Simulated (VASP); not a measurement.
# Sc in VASP: notebook

Sc is run at these levels: PBE; tasks: single point.

Program: VASP 6.6.1. These are calculated values, not measurements. Logs are shortened: lines on timing, memory, paths and dates and some standing lists are left out, and cuts for length are marked.

### Step 1. The cell of the first run

The structure is tetragonal, space group I4/mcm (No. 140). Conventional cell: a = 6.050 Å, b = 6.050 Å, c = 5.302 Å, α = 90.00°, β = 90.00°, γ = 90.00°. Within 3.7 Å of Sc (site symmetry m2m) lie 11 Sc at 2.80 to 3.31 Å.

### Step 2. Single point, PBE

Input file INCAR:

```
  ALGO = Normal
  EDIFF = 1E-6
  ENCUT = 520
  GGA = PE
  ISIF = 2
  ISMEAR = -1
  LASPH = T
  LCHARG = F
  LREAL = F
  LWAVE = F
  NBANDS = 30
  NELM = 80
  PREC = Accurate
  SIGMA = 0.05
```

Input file KPOINTS:

```
k-points
0
Gamma
  7 7 7
```

Input file POSCAR:

```
Sc
1.0
   -3.0249739690      3.0249739690      2.6509985141
    3.0249739690     -3.0249739690      2.6509985141
    3.0249739690      3.0249739690     -2.6509985141
Sc
4
Direct
    0.8362695100      0.6637304900      0.5000000000
    0.3362695100      0.8362695100      0.1725390200
    0.6637304900      0.1637304900      0.8274609800
    0.1637304900      0.3362695100      0.5000000000
```

Potentials or basis: VASP PAW PBE potentials, release 64 (Sc_sv).

Started as:

```sh
cat potpaw_PBE.64/Sc_sv/POTCAR > POTCAR
mpirun -np 1 vasp_std > vasp.out
```

OUTCAR:

```text
EDIFF = 1E-6
   ENCUT = 520
   GGA = PE
   ISIF = 2
   ISMEAR = -1
   LASPH = T
   LREAL = F
   NELM = 80
   PREC = Accurate

 ion  position               nearest neighbor table
   1  0.836  0.664  0.500-   4 2.80   4 3.03   4 3.03   2 3.20   3 3.20   2 3.20   3 3.20   3 3.31
                             2 3.31   2 3.31   3 3.31
   2  0.336  0.836  0.173-   3 2.80   3 3.03   3 3.03   4 3.20   4 3.20   1 3.20   1 3.20   1 3.31
                             4 3.31   4 3.31   1 3.31
   3  0.664  0.164  0.827-   2 2.80   2 3.03   2 3.03   1 3.20   4 3.20   1 3.20   4 3.20   1 3.31
                             4 3.31   4 3.31   1 3.31
   4  0.164  0.336  0.500-   1 2.80   1 3.03   1 3.03   3 3.20   2 3.20   2 3.20   3 3.20   3 3.31
                             2 3.31   2 3.31   3 3.31

  LATTYP: Found a body centered tetragonal cell.
 ALAT       =     6.0499479380
 C/A-ratio  =     0.8763706866

  Lattice vectors:

 A1 = (  -3.0249739690,   3.0249739690,   2.6509985141)
 A2 = (   3.0249739690,  -3.0249739690,   2.6509985141)
 A3 = (   3.0249739690,   3.0249739690,  -2.6509985141)

Analysis of symmetry for initial positions (statically):
=====================================================================
 Subroutine PRICEL returns:
 Original cell was already a primitive cell.

 Routine SETGRP: Setting up the symmetry group for a
 body centered tetragonal supercell.

 Subroutine GETGRP returns: Found 16 space group operations
 (whereof  8 operations were pure point group operations)
 out of a pool of 16 trial point group operations.

The static configuration has the point symmetry C_4h.
 The point group associated with its full space group is D_4h.

Analysis of symmetry for dynamics (positions and initial velocities):
=====================================================================
 Subroutine PRICEL returns:
 Original cell was already a primitive cell.

 Routine SETGRP: Setting up the symmetry group for a
 body centered tetragonal supercell.

 Subroutine GETGRP returns: Found 16 space group operations
 (whereof  8 operations were pure point group operations)
 out of a pool of 16 trial point group operations.

The dynamic configuration has the point symmetry C_4h.
 The point group associated with its full space group is D_4h.

 Subroutine INISYM returns: Found 16 space group operations
 (whereof  8 operations are pure point group operations),
 and found     1 'primitive' translations

----------------------------------------------------------------------------------------

                                     Primitive cell

  volume of cell :      97.0315

  direct lattice vectors                    reciprocal lattice vectors
    -3.024973969  3.024973969  2.650998514     0.000000000  0.165290679  0.188608178
     3.024973969 -3.024973969  2.650998514     0.165290679  0.000000000  0.188608178
     3.024973969  3.024973969 -2.650998514     0.165290679  0.165290679  0.000000000

  length of vectors
     5.032765457  5.032765457  5.032765457     0.250786868  0.250786868  0.233756319

  position of ions in fractional coordinates (direct lattice)
     0.836269510  0.663730490  0.500000000
     0.336269510  0.836269510  0.172539020
     0.663730490  0.163730490  0.827460980
     0.163730490  0.336269510  0.500000000

  ion indices of the primitive-cell ions
   primitive index   ion index
                 1           1
                 2           2
                 3           3
                 4           4

----------------------------------------------------------------------------------------

 KPOINTS: k-points

Automatic generation of k-mesh.
 Grid dimensions read from file:
 generate k-points for:    7    7    7

 Generating k-lattice:

  Cartesian coordinates                     Fractional coordinates (reciprocal lattice)
     0.000000000  0.023612954  0.026944025     0.142857143  0.000000000  0.000000000
     0.023612954  0.000000000  0.026944025     0.000000000  0.142857143  0.000000000
     0.023612954  0.023612954  0.000000000     0.000000000  0.000000000  0.142857143

  Length of vectors
     0.035826695  0.035826695  0.033393760

  Shift w.r.t. Gamma in fractional coordinates (k-lattice)
     0.000000000  0.000000000  0.000000000

 Subroutine IBZKPT returns following result:
 ===========================================

 Found     40 irreducible k-points:

 Following reciprocal coordinates:
            Coordinates               Weight
  0.000000  0.000000  0.000000      1.000000
  0.142857 -0.000000  0.000000      8.000000
  0.285714  0.000000  0.000000      8.000000
  0.428571  0.000000  0.000000      8.000000
  0.142857  0.142857  0.000000      8.000000
  0.285714  0.142857  0.000000     16.000000
[... 16 lines left out ...]
 -0.142857  0.285714  0.142857      8.000000
 -0.428571  0.428571  0.142857      8.000000
 [... further k-points ...]
   k-points           NKPTS =     40   k-points in BZ     NKDIM =     40   number of bands    NBANDS=     30
   number of dos      NEDOS =    301   number of ions     NIONS =      4
   total plane-waves  NPLWV =  64000
   dimension x,y,z NGX =    40 NGY =   40 NGZ =   40
   dimension x,y,z NGXF=    80 NGYF=   80 NGZF=   80
   ions per type =               4
   NGX,Y,Z   is equivalent  to a cutoff of  13.21, 13.21, 13.21 a.u.
   NGXF,Y,Z  is equivalent  to a cutoff of  26.43, 26.43, 26.43 a.u.
 SYSTEM =  unknown system
   PREC   = accura    normal or accurate (medium, high low for compatibility)
   ISTART =      0    job   : 0-new  1-cont  2-samecut
   ICHARG =      2    charge: 1-file 2-atom 10-const
   ISPIN  =      1    spin polarized calculation?
   LNONCOLLINEAR =      F non collinear calculations
   LSORBIT =      F    spin-orbit coupling
   LASPH  =      T    aspherical Exc in radial PAW
   ENCUT  =  520.0 eV  38.22 Ry    6.18 a.u.   9.36  9.36  9.36*2*pi/ulx,y,z
   NELM   =     80;   NELMIN=  2; NELMDL= -5     # of ELM steps
   EDIFF  = 0.1E-05   stopping-criterion for ELM
   LREAL  =      F    real-space projection
   EDIFFG = 0.1E-04   stopping-criterion for IOM
   NSW    =      0    number of steps for IOM
   IBRION =     -1    ionic relax: 0-MD 1-quasi-New 2-CG
   NFREE  =      0    steps in history (QN), initial steepest desc. (CG)
   ISIF   =      2    stress and relaxation
   ISYM   =      2    0-nonsym 1-usesym 2-fastsym
   POTIM  = 0.5000    time-step for ionic-motion
   TEBEG  =    0.0;   TEEND  =   0.0 temperature during run
   PSTRESS=    0.0 pullay stress
   NELECT =      44.0000    total number of electrons
   NUPDOWN=      -1.0000    fix difference up-down
   EMIN   =  10.00;   EMAX   =-10.00  energy-range for DOS
   EFERMI =   0.00;   METHOD = LEGACY
   ISMEAR =    -1;   SIGMA  =   0.05  broadening in eV -4-tet -1-fermi 0-gaus
   EFERMI_NEDOS =   21; number of points for ismear=-14 and -15
   IALGO  =     38    algorithm
   IMIX   =      4    mixing-type and parameters
     AMIX     =   0.40;   BMIX     =  1.00
     AMIX_MAG =   1.60;   BMIX_MAG =  1.00
  volume/ion in A,a.u.               =      24.26       163.70
  Fermi-wavevector in a.u.,A,eV,Ry     =   1.257732  2.376769 21.522920  1.581890
  Thomas-Fermi vector in A             =   2.391377
   LORBIT       =      0    0 simple, 1 ext, 2 COOP (PROOUT), +10 PAW based schemes
   GGA     = PE    functional components
   LHFCALC =     F    Hartree Fock is set to
   AEXX    =    0.0000 exact exchange contribution
   IVDW    =     0    specifies the selected vdW correction
   LEPSILON=     F    determine dielectric tensor
   LRPA    =     F    only Hartree local field effects (RPA)
 non-spin polarized calculation
  energy-cutoff  :      520.00
  volume of cell :       97.03
 maximum number of plane-waves:      2626
 NGX is ok and might be reduce to    40
   NGX = 19   NGY = 19   NGZ = 19

 number of electron      43.9999997 magnetization

 Free energy of the ion-electron system (eV)
  ---------------------------------------------------
  ext. energy  EPLUGINS =         0.00000000
  ---------------------------------------------------
  free energy    TOTEN  =       -24.12204731 eV

  energy without entropy =      -24.07795877  energy(sigma->0) =      -24.10000304

 E-fermi :   3.6752     XC(G=0):  -9.8677

 val. band max:        3.6738745718   @ k =   0.4286   0.2857   0.1429
 cond. band min:       3.6997768364   @ k =  -0.4286   0.4286   0.2857
 fundamental gap:      0.0259022647
 Fermi energy:         3.6751601682

 k-point     1 :       0.0000    0.0000    0.0000
  band No.  band energies     occupation
      1     -45.5540      2.00000
      2     -45.4684      2.00000
      3     -45.4072      2.00000
      4     -45.4072      2.00000
      5     -24.3744      2.00000
      6     -24.2845      2.00000
[... 22 lines left out ...]
     29       5.8377      0.00000
     30       5.8794      0.00000

 k-point     2 :       0.1429   -0.0000    0.0000
  band No.  band energies     occupation
      1     -45.5469      2.00000
      2     -45.4684      2.00000
      3     -45.4114      2.00000
      4     -45.4100      2.00000
      5     -24.3896      2.00000
      6     -24.3111      2.00000
[... 22 lines left out ...]
     29       5.8453      0.00000
     30       5.8591      0.00000

 k-point     3 :       0.2857    0.0000    0.0000
  band No.  band energies     occupation
      1     -45.5278      2.00000
      2     -45.4700      2.00000
      3     -45.4218      2.00000
      4     -45.4174      2.00000
      5     -24.4105      2.00000
      6     -24.3600      2.00000
[... 22 lines left out ...]
     29       5.6806      0.00000
     30       5.8013      0.00000

 k-point     4 :       0.4286    0.0000    0.0000
  band No.  band energies     occupation
      1     -45.5025      2.00000
      2     -45.4802      2.00000
      3     -45.4290      2.00000
      4     -45.4257      2.00000
      5     -24.4139      2.00000
      6     -24.3964      2.00000
[... 616 lines left out ...]
     29       5.8292      0.00000
     30       5.8990      0.00000

 k-point    23 :      -0.1429    0.2857    0.1429
  band No.  band energies     occupation
      1     -45.5248      2.00000
      2     -45.4725      2.00000
      3     -45.4249      2.00000
      4     -45.4150      2.00000
      5     -24.3739      2.00000
      6     -24.3643      2.00000
[... 22 lines left out ...]
     29       5.7022      0.00000
     30       5.7951      0.00000

 k-point    24 :      -0.4286    0.4286    0.1429
  band No.  band energies     occupation
      1     -45.5126      2.00000
      2     -45.4658      2.00000
      3     -45.4476      2.00000
      4     -45.4113      2.00000
      5     -24.3984      2.00000
      6     -24.3497      2.00000
[... 22 lines left out ...]
     29       5.7220      0.00000
     30       5.9080      0.00000

 [... further k-points ...]

------------------------ aborting loop because EDIFF is reached ----------------------------------------

  FORCE on cell =-STRESS in cart. coord.  units (eV):
  Direction    XX          YY          ZZ          XY          YZ          ZX
  --------------------------------------------------------------------------------------
  -------------------------------------------------------------------------------------
  Total        2.0425376      2.0425376      2.1014464      0.0000000      0.0000000      0.0000000
  in kB       33.7262364     33.7262364     34.6989345      0.0000000      0.0000000      0.0000000
  external PRESSURE =      34.0504691 kB  Pullay stress =       0.0000000 kB

 VOLUME and BASIS-vectors are now :
 -----------------------------------------------------------------------------
  energy-cutoff  :      520.00
  volume of cell :       97.03
      direct lattice vectors                 reciprocal lattice vectors
    -3.024973969  3.024973969  2.650998514     0.000000000  0.165290679  0.188608178
     3.024973969 -3.024973969  2.650998514     0.165290679  0.000000000  0.188608178
     3.024973969  3.024973969 -2.650998514     0.165290679  0.165290679  0.000000000

 POSITION                                       TOTAL-FORCE (eV/Angst)
 -----------------------------------------------------------------------------------
      0.99056      2.03441      2.65100         0.093173     -0.093173      0.000000
      2.03441     -0.99056      2.65100        -0.093173     -0.093173      0.000000
      0.99056      4.01553      0.00000         0.093173      0.093173     -0.000000
      2.03441      0.99056      0.00000        -0.093173      0.093173      0.000000
 -----------------------------------------------------------------------------------
    total drift:                               -0.000000      0.000000     -0.000000

  FREE ENERGIE OF THE ION-ELECTRON SYSTEM (eV)
  ---------------------------------------------------
  free  energy   TOTEN  =       -24.1220473100 eV

  energy  without entropy=      -24.0779587725  energy(sigma->0) =      -24.10000304
```

Wall time 3.7 min (1 thread of Intel Xeon 8259CL, shared host); peak memory 0.28 GiB.

What came out:

| Item | Value |
| --- | --- |
| Free energy | -24.1220 eV |
| Pressure | 3.4 GPa |
| Largest force | 0.132 eV/Å |
| Band gap on the k mesh | zero (bands 22 and 23 overlap by 0.73 eV) |

Forces on the atoms (eV/Å):
```
Sc   0.093 -0.093  0.000
Sc  -0.093 -0.093  0.000
Sc   0.093  0.093  0.000
Sc  -0.093  0.093  0.000
```

Levels at points of the mesh, in eV from the Fermi level:
```tsv
k point	band 19	band 20	band 21	band 22	band 23	band 24	band 25	band 26
(0.00, 0.00, 0.00)	-0.76	-0.43	-0.34	-0.34	0.34	1.06	1.06	1.49
```

Caveat: the cell stands under pressure.

### Step 3. Single point, PBE (atoms moved at random)

Input file INCAR:

```
PREC = Accurate ; ENCUT = 520
EDIFF = 1E-6 ; ISMEAR = -1
SIGMA = 0.05 ; LREAL = False
LASPH = True ; NELM = 60
ALGO = Fast ; ISIF = 2
LWAVE = False ; LCHARG = True
GGA = PE ; LELF = True
LVHAR = True ; NBANDS = 30
```

Input file KPOINTS:

```
Automatic mesh
0
Gamma
  7 7 7
```

Input file POSCAR:

```
Sc
1.0
   -3.0880123167      3.0880123167      2.7062434742
    3.0880123167     -3.0880123167      2.7062434742
    3.0880123167      3.0880123167     -2.7062434742
Sc
4
Direct
    0.8374160000      0.6724090000      0.5004570000
    0.3344840000      0.8447640000      0.1771950000
    0.6586190000      0.1764760000      0.8316550000
    0.1690900000      0.3366930000      0.5049780000
```

Potentials or basis: VASP PAW PBE potentials, release 64 (Sc_sv).

Started as:

```sh
cat potpaw_PBE.64/Sc_sv/POTCAR > POTCAR
mpirun -np 1 vasp_std > vasp.out
```

It took 25 min on 1 thread of Intel Xeon 8259CL, shared host; peak memory 0.52 GiB.

Results (log left out):

| Quantity | Value |
| --- | --- |
| Free energy | -24.1728 eV |
| Pressure | 0.1 GPa |
| Largest force | 0.417 eV/Å |
| Band gap on the k mesh | zero (bands 22 and 23 overlap by 0.62 eV) |

Forces in eV/Å, atoms in the order of the input:
```
Sc   0.057  0.084 -0.086
Sc  -0.143  0.011  0.023
Sc  -0.166  0.232  0.003
Sc   0.252 -0.327  0.060
```

Stress tensor (GPa, compression positive):
```
-0.01 -0.06  0.05
-0.06  0.18 -0.03
 0.05 -0.03  0.27
```

Levels at points of the mesh, in eV from the Fermi level:
```csv
k point,band 18,band 19,band 20,band 21,band 22,band 23,band 24,band 25,band 26,band 27
"(0.00, 0.00, 0.00)",-0.84,-0.69,-0.44,-0.32,-0.29,0.27,0.97,1.00,1.35,1.37
```

Caveat: the cell differs from its parent crystal (atoms moved at random).

The gap in the log of VASP goes by the Fermi energy; the results here count the filled bands.